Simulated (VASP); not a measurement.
# KF (Fm-3m) in VASP: further runs

The runs below take KF through electric field gradients, density of states, with PBEsol.

Program: VASP 6.6.1. These are calculated values, not measurements. Logs are shortened: lines on timing, memory, paths and dates and some standing lists are left out, and cuts for length are marked.

### Step 1. The cell of the first run

The structure is cubic, space group Fm-3m (No. 225). The conventional cell has a = 5.347 Å, b = 5.347 Å, c = 5.347 Å, α = 90.00°, β = 90.00°, γ = 90.00°. K (site symmetry m-3m) has 6 F at 2.67 Å within 3.5 Å. Within 3.5 Å of F (site symmetry m-3m) lie 6 K at 2.67 Å.

### Step 2. Electric field gradients, PBEsol

Input file INCAR:

```
PREC = Accurate ; ENCUT = 520
EDIFF = 1E-8 ; ISMEAR = -1
SIGMA = 0.01 ; LREAL = F
LASPH = T ; NELM = 80
ALGO = Normal ; ISIF = 2
LWAVE = F ; LCHARG = F
GGA = PS ; LEFG = T
NBANDS = 15
```

Input file KPOINTS:

```
Automatic mesh
0
Gamma
  9 9 9
```

Input file POSCAR:

```
KF
1.0
    0.0000000000      2.6735000000      2.6735000000
    2.6735000000      0.0000000000      2.6735000000
    2.6735000000      2.6735000000      0.0000000000
K F
1 1
Direct
    0.0000000000      0.0000000000      0.0000000000
    0.5000000000      0.5000000000      0.5000000000
```

Potentials or basis: VASP PAW PBE potentials, release 64 (K_sv, F).

Started as:

```bash
$ cat potpaw_PBE.64/K_sv/POTCAR potpaw_PBE.64/F/POTCAR > POTCAR
$ mpirun -np 1 vasp_std > vasp.out
```

OUTCAR:

```text
PREC = Accurate
   ENCUT = 520
   EDIFF = 1E-8
   ISMEAR = -1
   LREAL = F
   LASPH = T
   NELM = 80
   ISIF = 2
   GGA = PS

 ion  position               nearest neighbor table
   1  0.000  0.000  0.000-   2 2.67   2 2.67   2 2.67   2 2.67   2 2.67   2 2.67
   2  0.500  0.500  0.500-   1 2.67   1 2.67   1 2.67   1 2.67   1 2.67   1 2.67

  LATTYP: Found a face centered cubic cell.
 ALAT       =     5.3470000000

  Lattice vectors:

 A1 = (   0.0000000000,   2.6735000000,   2.6735000000)
 A2 = (   2.6735000000,   0.0000000000,   2.6735000000)
 A3 = (   2.6735000000,   2.6735000000,   0.0000000000)

Analysis of symmetry for initial positions (statically):
=====================================================================
 Subroutine PRICEL returns:
 Original cell was already a primitive cell.

 Routine SETGRP: Setting up the symmetry group for a
 face centered cubic supercell.

 Subroutine GETGRP returns: Found 48 space group operations
 (whereof 48 operations were pure point group operations)
 out of a pool of 48 trial point group operations.

The static configuration has the point symmetry O_h .

Analysis of symmetry for dynamics (positions and initial velocities):
=====================================================================
 Subroutine PRICEL returns:
 Original cell was already a primitive cell.

 Routine SETGRP: Setting up the symmetry group for a
 face centered cubic supercell.

 Subroutine GETGRP returns: Found 48 space group operations
 (whereof 48 operations were pure point group operations)
 out of a pool of 48 trial point group operations.

The dynamic configuration has the point symmetry O_h .

 Subroutine INISYM returns: Found 48 space group operations
 (whereof 48 operations are pure point group operations),
 and found     1 'primitive' translations

----------------------------------------------------------------------------------------

                                     Primitive cell

  volume of cell :      38.2182

  direct lattice vectors                    reciprocal lattice vectors
     0.000000000  2.673500000  2.673500000    -0.187020759  0.187020759  0.187020759
     2.673500000  0.000000000  2.673500000     0.187020759 -0.187020759  0.187020759
     2.673500000  2.673500000  0.000000000     0.187020759  0.187020759 -0.187020759

  length of vectors
     3.780899959  3.780899959  3.780899959     0.323929457  0.323929457  0.323929457

  position of ions in fractional coordinates (direct lattice)
     0.000000000  0.000000000  0.000000000
     0.500000000  0.500000000  0.500000000

  ion indices of the primitive-cell ions
   primitive index   ion index
                 1           1
                 2           2

----------------------------------------------------------------------------------------

 KPOINTS: Automatic mesh

Automatic generation of k-mesh.
 Grid dimensions read from file:
 generate k-points for:    9    9    9

 Generating k-lattice:

  Cartesian coordinates                     Fractional coordinates (reciprocal lattice)
    -0.020780084  0.020780084  0.020780084     0.111111111  0.000000000  0.000000000
     0.020780084 -0.020780084  0.020780084     0.000000000  0.111111111  0.000000000
     0.020780084  0.020780084 -0.020780084     0.000000000  0.000000000  0.111111111

  Length of vectors
     0.035992162  0.035992162  0.035992162

  Shift w.r.t. Gamma in fractional coordinates (k-lattice)
     0.000000000  0.000000000  0.000000000

 Subroutine IBZKPT returns following result:
 ===========================================

 Found     35 irreducible k-points:

 Following reciprocal coordinates:
            Coordinates               Weight
  0.000000  0.000000  0.000000      1.000000
  0.111111  0.000000  0.000000      8.000000
  0.222222  0.000000  0.000000      8.000000
  0.333333  0.000000  0.000000      8.000000
  0.444444  0.000000  0.000000      8.000000
  0.111111  0.111111  0.000000      6.000000
[... 16 lines left out ...]
 -0.333333  0.333333  0.000000     12.000000
  0.444444  0.444444  0.000000      6.000000
 [... further k-points ...]
   k-points           NKPTS =     35   k-points in BZ     NKDIM =     35   number of bands    NBANDS=     15
   number of dos      NEDOS =    301   number of ions     NIONS =      2
   total plane-waves  NPLWV =  21952
   dimension x,y,z NGX =    28 NGY =   28 NGZ =   28
   dimension x,y,z NGXF=    56 NGYF=   56 NGZF=   56
   ions per type =               1   1
   NGX,Y,Z   is equivalent  to a cutoff of  12.31, 12.31, 12.31 a.u.
   NGXF,Y,Z  is equivalent  to a cutoff of  24.62, 24.62, 24.62 a.u.
 SYSTEM =  unknown system
   PREC   = accura    normal or accurate (medium, high low for compatibility)
   ISTART =      0    job   : 0-new  1-cont  2-samecut
   ICHARG =      2    charge: 1-file 2-atom 10-const
   ISPIN  =      1    spin polarized calculation?
   LNONCOLLINEAR =      F non collinear calculations
   LSORBIT =      F    spin-orbit coupling
   LASPH  =      T    aspherical Exc in radial PAW
   ENCUT  =  520.0 eV  38.22 Ry    6.18 a.u.   7.03  7.03  7.03*2*pi/ulx,y,z
   NELM   =     80;   NELMIN=  2; NELMDL= -5     # of ELM steps
   EDIFF  = 0.1E-07   stopping-criterion for ELM
   LREAL  =      F    real-space projection
   EDIFFG = 0.1E-06   stopping-criterion for IOM
   NSW    =      0    number of steps for IOM
   IBRION =     -1    ionic relax: 0-MD 1-quasi-New 2-CG
   NFREE  =      0    steps in history (QN), initial steepest desc. (CG)
   ISIF   =      2    stress and relaxation
   ISYM   =      2    0-nonsym 1-usesym 2-fastsym
   POTIM  = 0.5000    time-step for ionic-motion
   TEBEG  =    0.0;   TEEND  =   0.0 temperature during run
   PSTRESS=    0.0 pullay stress
   NELECT =      16.0000    total number of electrons
   NUPDOWN=      -1.0000    fix difference up-down
   EMIN   =  10.00;   EMAX   =-10.00  energy-range for DOS
   EFERMI =   0.00;   METHOD = LEGACY
   ISMEAR =    -1;   SIGMA  =   0.01  broadening in eV -4-tet -1-fermi 0-gaus
   EFERMI_NEDOS =   21; number of points for ismear=-14 and -15
   IALGO  =     38    algorithm
   IMIX   =      4    mixing-type and parameters
     AMIX     =   0.40;   BMIX     =  1.00
     AMIX_MAG =   1.60;   BMIX_MAG =  1.00
  volume/ion in A,a.u.               =      19.11       128.95
  Fermi-wavevector in a.u.,A,eV,Ry     =   1.224686  2.314320 20.406766  1.499855
  Thomas-Fermi vector in A             =   2.359751
   LORBIT       =      0    0 simple, 1 ext, 2 COOP (PROOUT), +10 PAW based schemes
   GGA     = PS    functional components
   LHFCALC =     F    Hartree Fock is set to
   AEXX    =    0.0000 exact exchange contribution
   IVDW    =     0    specifies the selected vdW correction
   LEPSILON=     F    determine dielectric tensor
   LRPA    =     F    only Hartree local field effects (RPA)
 non-spin polarized calculation
  energy-cutoff  :      520.00
  volume of cell :       38.22
 maximum number of plane-waves:      1039
   NGX = 13   NGY = 13   NGZ = 13

 number of electron      16.0000001 magnetization

 Free energy of the ion-electron system (eV)
  ---------------------------------------------------
  ext. energy  EPLUGINS =         0.00000000
  ---------------------------------------------------
  free energy    TOTEN  =        -8.51941453 eV

  energy without entropy =       -8.51941453  energy(sigma->0) =       -8.51941453

 E-fermi :  -2.6989     XC(G=0):  -8.5996

 val. band max:       -2.9124193746   @ k =   0.0000   0.0000   0.0000
 cond. band min:       3.1086991593   @ k =   0.0000   0.0000   0.0000
 fundamental gap:      6.0211185339
 Fermi energy:        -2.6988894777

 k-point     1 :       0.0000    0.0000    0.0000
  band No.  band energies     occupation
      1     -28.8821      2.00000
      2     -21.4391      2.00000
      3     -12.1950      2.00000
      4     -12.1950      2.00000
      5     -12.1950      2.00000
      6      -2.9124      2.00000
      7      -2.9124      2.00000
      8      -2.9124      2.00000
      9       3.1087      0.00000
     10       7.7178      0.00000
     11       7.7178      0.00000
     12       7.7178      0.00000
     13       9.3890      0.00000
     14       9.3890      0.00000
[... 401 lines left out ...]
      2     -21.4595      2.00000
      3     -12.7364      2.00000
      4     -12.4046      2.00000
      5     -12.4046      2.00000
      6      -3.1622      2.00000
      7      -2.9698      2.00000
      8      -2.9698      2.00000
      9       5.2359      0.00000
     10       7.0850      0.00000
     11       8.8452      0.00000
     12      10.6308      0.00000
     13      11.1551      0.00000
     14      11.1551      0.00000
     15      13.1405      0.00000

 [... further k-points ...]

------------------------ aborting loop because EDIFF is reached ----------------------------------------

  FORCE on cell =-STRESS in cart. coord.  units (eV):
  Direction    XX          YY          ZZ          XY          YZ          ZX
  --------------------------------------------------------------------------------------
  -------------------------------------------------------------------------------------
  Total       -0.1620174     -0.1620174     -0.1620174      0.0000000     -0.0000000      0.0000000
  in kB       -6.7920608     -6.7920608     -6.7920608      0.0000000     -0.0000000      0.0000000
  external PRESSURE =      -6.7920608 kB  Pullay stress =       0.0000000 kB

 VOLUME and BASIS-vectors are now :
 -----------------------------------------------------------------------------
  energy-cutoff  :      520.00
  volume of cell :       38.22
      direct lattice vectors                 reciprocal lattice vectors
     0.000000000  2.673500000  2.673500000    -0.187020759  0.187020759  0.187020759
     2.673500000  0.000000000  2.673500000     0.187020759 -0.187020759  0.187020759
     2.673500000  2.673500000  0.000000000     0.187020759  0.187020759 -0.187020759

 POSITION                                       TOTAL-FORCE (eV/Angst)
 -----------------------------------------------------------------------------------
      0.00000      0.00000      0.00000        -0.000000     -0.000000     -0.000000
      2.67350      2.67350      2.67350         0.000000      0.000000      0.000000
 -----------------------------------------------------------------------------------
    total drift:                                0.000000      0.000000      0.000000

  FREE ENERGIE OF THE ION-ELECTRON SYSTEM (eV)
  ---------------------------------------------------
  free  energy   TOTEN  =        -8.5194145252 eV

  energy  without entropy=       -8.5194145252  energy(sigma->0) =       -8.51941453

 Electric field gradients (V/A^2)
---------------------------------------------------------------------
 ion       V_xx      V_yy      V_zz      V_xy      V_xz      V_yz
---------------------------------------------------------------------
   1       0.000     0.000    -0.000     0.000     0.000     0.000
   2       0.000     0.000     0.000     0.008     0.008     0.008
---------------------------------------------------------------------

 Electric field gradients after diagonalization (V/A^2)
 (convention: |V_zz| > |V_xx| > |V_yy|)
----------------------------------------------------------------------
 ion       V_xx      V_yy      V_zz     asymmetry (V_yy - V_xx)/ V_zz
----------------------------------------------------------------------
   1      -0.000    -0.000     0.000       0.000
   2      -0.008    -0.008     0.015       0.000
----------------------------------------------------------------------

           NMR quadrupolar parameters

 Cq : quadrupolar parameter    Cq=e*Q*V_zz/h
 eta: asymmetry parameters     (V_yy - V_xx)/ V_zz
 Q  : nuclear electric quadrupole moment in mb (millibarn)
----------------------------------------------------------------------
 ion       Cq(MHz)       eta       Q (mb)
----------------------------------------------------------------------
   1       0.000       0.000       1.000
   2       0.000       0.000       1.000
----------------------------------------------------------------------
```

It took 12 s on 1 thread of Intel Xeon 6975P-C (Granite Rapids), shared host; peak memory 0.15 GiB.

Results:

```yaml
Free_energy: -8.5194 eV
Pressure: -0.7 GPa
Band_gap_on_the_k_mesh: 6.02 eV, direct
```

Caveat: without QUAD_EFG the Cq values of the log hold for a quadrupole moment of 1 mb, not for the nuclei; the PAW data sets were made with another functional, which shifts forces and pressure a little. A k mesh can miss the band edges.

(Continued in part 2 of 4.)
